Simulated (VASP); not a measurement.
# In2GaP3 (R-3m) in VASP: notebook, part 3 of 3

VASP 6.6.1. Earlier steps stand in the parts before.

## (6) Relaxation of cell and atoms, PBE

The input, INCAR:

```
ALGO = Normal
EDIFF = 1E-6
EDIFFG = -0.04
ENCUT = 600
GGA = PE
IBRION = 2
ISIF = 3
ISMEAR = 0
LASPH = True
LCHARG = False
LREAL = False
LWAVE = False
NELM = 80
NSW = 90
PREC = Accurate
SIGMA = 0.1
```

The input, KPOINTS:

```
k-points
0
Gamma
  6 6 6
```

The input, POSCAR:

```
In2GaP3
1.0
    2.6988085682      1.5581578533      5.5499539425
   -2.6988085682      1.5581578533      5.5499539425
    0.0000000000     -3.1163157067      5.5499539425
In Ga P
2 1 3
Direct
    0.1904205221      0.1904205221      0.1904205221
    0.8095794779      0.8095794779      0.8095794779
    0.0000000000      0.0000000000      0.0000000000
    0.5000000000      0.5000000000      0.0000000000
    0.0000000000      0.5000000000      0.5000000000
    0.5000000000      0.0000000000      0.5000000000
```

Potentials or basis: VASP PAW PBE potentials, release 64 (In_d, Ga_d, P).

The run is started by

```
$ cat potpaw_PBE.64/In_d/POTCAR potpaw_PBE.64/Ga_d/POTCAR potpaw_PBE.64/P/POTCAR > POTCAR
$ mpirun -np 1 vasp_std > vasp.out
```

OUTCAR:

```text
EDIFF = 1E-6
   EDIFFG = -0.04
   ENCUT = 600
   GGA = PE
   IBRION = 2
   ISIF = 3
   ISMEAR = 0
   LASPH = True
   LREAL = False
   NELM = 80
   NSW = 90
   PREC = Accurate

 ion  position               nearest neighbor table
   1  0.190  0.190  0.190-   4 2.84   5 2.84   6 2.84   3 3.17   2 3.22   2 3.22   2 3.22
   2  0.810  0.810  0.810-   4 2.84   5 2.84   6 2.84   3 3.17   1 3.22   1 3.22   1 3.22
   3  0.000  0.000  0.000-   5 2.70   6 2.70   5 2.70   6 2.70   4 2.70   4 2.70   1 3.17   2 3.17

   4  0.500  0.500  0.000-   5 2.70   6 2.70   6 2.70   5 2.70   3 2.70   3 2.70   1 2.84   2 2.84

   5  0.000  0.500  0.500-   3 2.70   4 2.70   3 2.70   4 2.70   6 2.70   6 2.70   1 2.84   2 2.84

   6  0.500  0.000  0.500-   3 2.70   4 2.70   4 2.70   3 2.70   5 2.70   5 2.70   1 2.84   2 2.84

  LATTYP: Found a trigonal (rhomboedric) cell.
 ALAT       =     6.3650147170
 COS(alpha) =     0.6404367213

  Lattice vectors:

 A1 = (   2.6988085682,   1.5581578533,   5.5499539425)
 A2 = (  -2.6988085682,   1.5581578533,   5.5499539425)
 A3 = (   0.0000000000,  -3.1163157067,   5.5499539425)

Analysis of symmetry for initial positions (statically):
=====================================================================
 Subroutine PRICEL returns:
 Original cell was already a primitive cell.

 Routine SETGRP: Setting up the symmetry group for a
[... 185 lines left out ...]
  -------------------------------------------------------------------------------------
  Total       -1.4688935     -1.4688935      0.0501344      0.0000000     -0.0000000      0.0000000
  in kB      -16.8064784    -16.8064784      0.5736172      0.0000000     -0.0000000      0.0000000
  external PRESSURE =     -11.0131132 kB  Pullay stress =       0.0000000 kB
[... 307 lines left out ...]
--------------------------------------- Ionic step        9  -------------------------------------------

 number of electron      53.9999998 magnetization

 Free energy of the ion-electron system (eV)
  ---------------------------------------------------
  ext. energy  EPLUGINS =         0.00000000
  ---------------------------------------------------
  free energy    TOTEN  =       -22.39625430 eV

  energy without entropy =      -22.39107155  energy(sigma->0) =      -22.39366293

 E-fermi :   5.9138     XC(G=0):  -9.7070

 val. band max:        5.7871146146   @ k =  -0.3333   0.5000   0.3333
 cond. band min:       5.9197540509   @ k =   0.5000   0.5000   0.3333
 fundamental gap:      0.1326394363
 Fermi energy:         5.9137789598

 k-point     1 :       0.0000    0.0000    0.0000
  band No.  band energies     occupation
      1      -9.3227      2.00000
      2      -9.2416      2.00000
      3      -9.2416      2.00000
      4      -9.2049      2.00000
      5      -9.2049      2.00000
      6      -8.7480      2.00000
[... 829 lines left out ...]
     31       7.3497      0.00000
     32       8.3478      0.00000

 [... further k-points ...]

------------------------ aborting loop because EDIFF is reached ----------------------------------------

  FORCE on cell =-STRESS in cart. coord.  units (eV):
  Direction    XX          YY          ZZ          XY          YZ          ZX
  --------------------------------------------------------------------------------------
  -------------------------------------------------------------------------------------
  Total       -0.0318923     -0.0318923     -0.0126793      0.0000000      0.0000000      0.0000000
  in kB       -0.3695043     -0.3695043     -0.1469026      0.0000000      0.0000000      0.0000000
  external PRESSURE =      -0.2953037 kB  Pullay stress =       0.0000000 kB
[... 21 lines left out ...]
  FREE ENERGIE OF THE ION-ELECTRON SYSTEM (eV)
  ---------------------------------------------------
  free  energy   TOTEN  =       -22.3962543017 eV

  energy  without entropy=      -22.3910715485  energy(sigma->0) =      -22.39366293

 reached required accuracy - stopping structural energy minimisation
```

OSZICAR:

```text
N       E                     dE             d eps       ncg     rms          rms(c)
DAV:   1     0.491954833183E+03    0.49195E+03   -0.27469E+04  2088   0.232E+03
DAV:   2     0.418858850570E+02   -0.45007E+03   -0.44339E+03  2104   0.549E+02
DAV:   3    -0.196766836064E+02   -0.61563E+02   -0.60292E+02  2536   0.190E+02
DAV:   4    -0.226136203028E+02   -0.29369E+01   -0.29205E+01  2504   0.412E+01
[... 76 lines left out ...]
DAV:   3    -0.223964935013E+02    0.29041E-02   -0.87866E-03  2864   0.103E+00    0.128E-01
DAV:   4    -0.223962976981E+02    0.19580E-03   -0.88929E-04  2496   0.239E-01    0.572E-02
DAV:   5    -0.223962547837E+02    0.42914E-04   -0.10414E-04  3328   0.924E-02    0.251E-02
DAV:   6    -0.223962544294E+02    0.35424E-06   -0.15395E-05  2376   0.364E-02    0.104E-02
DAV:   7    -0.223962543017E+02    0.12777E-06   -0.11687E-06  1560   0.125E-02
   9 F= -.22396254E+02 E0= -.22393663E+02  d E =-.230970E-02
```

Run time: 15 min. Hardware: 1 thread of Intel Xeon 6975P-C (Granite Rapids), shared host; peak memory 0.51 GiB.

Results:

```
Free energy                            : -22.3963 eV
Relaxed volume                         : 23.05 Å³/atom
Relaxed cell                           : a = 6.420 Å, b = 6.420 Å, c = 6.420 Å, α = 48.98°, β = 48.98°, γ = 48.98°
Space group after relaxing (to 0.05 Å) : R-3m (No. 166)
Energy gained by relaxing              : 4.2 meV/atom
Ionic steps                            : 9
Pressure after relaxing                : 0.0 GPa
Largest force after relaxing           : 0.036 eV/Å
Band gap on the k mesh                 : zero (band 27 reaches 6.41 eV, above the bottom of band 28 at 4.81 eV)
```

Forces in eV/Å, atoms in the order of the input:
```
In   0.000  0.000  0.036
In   0.000  0.000 -0.036
Ga   0.000  0.000  0.000
P    0.000  0.000  0.000
P    0.000  0.000  0.000
P    0.000  0.000  0.000
```

The path:
```csv
step,energy change (eV),largest force (eV/Å),pressure (GPa),volume (Å³)
1,0.0000,0.0817,-1.10,140.03
2,-0.0197,0.0122,0.10,136.80
3,-0.0199,0.0049,0.23,136.47
4,-0.0219,0.0406,0.14,136.89
5,-0.0225,0.0646,0.07,137.18
6,-0.0221,0.1116,-0.03,137.75
7,-0.0226,0.0800,0.03,137.35
8,-0.0233,0.0687,0.03,137.59
9,-0.0249,0.0361,-0.03,138.29
```

Final structure:
```
In Ga P
1.0
     2.66124    1.53647    5.63661
    -2.66124    1.53647    5.63661
     0.00000   -3.07294    5.63661
In Ga P
2 1 3
Direct
  0.19193 0.19193 0.19193
  0.80807 0.80807 0.80807
  0.00000 0.00000 0.00000
  0.50000 0.50000 0.00000
  0.00000 0.50000 0.50000
  0.50000 0.00000 0.50000
```

Caveat: spin-orbit coupling is left out, which moves the levels of the heavy elements.

## (7) Overview

```tsv
task	cell	k mesh	cutoff (eV)	gap on the mesh (eV)	pressure (GPa)	relaxed volume (Å³/atom)	largest force (eV/Å)
single point	a = 6.365 Å, angles 50.2°, 6 atoms	3 × 3 × 3	520	none	0.0	-	-
single point	a = 5.535 Å, angles 70.3°, 6 atoms	3 × 3 × 3	520	none	71.1	-	9.84
relaxation of cell and atoms	relaxed from a = 5.535 Å, angles 70.3°, 6 atoms	3 × 3 × 3	600	none	0.1	31.07	0.01
single point	a = 6.420 Å, angles 49.0°, 6 atoms	6 × 6 × 6	520	none	0.1	-	0.01
relaxation of cell and atoms	relaxed from a = 6.365 Å, angles 50.2°, 6 atoms	6 × 6 × 6	600	none	0.0	23.05	0.04
```

Alike in all rows: level PBE; potentials or basis VASP PAW PBE potentials, release 64 (In_d, Ga_d, P); no spin polarisation; smearing gaussian 0.1 eV.

Caveats: some runs use coarse meshes; spin-orbit coupling is left out, which moves the levels of the heavy elements; forces of over 1 eV/Å act on the atoms, so gaps and moduli don't describe the material at rest (some runs); the volume moved by over 15 % at a fixed basis, so the end points are rough (some runs).

Total energies depend on the potentials used, so only differences within one code and one set of settings carry meaning.
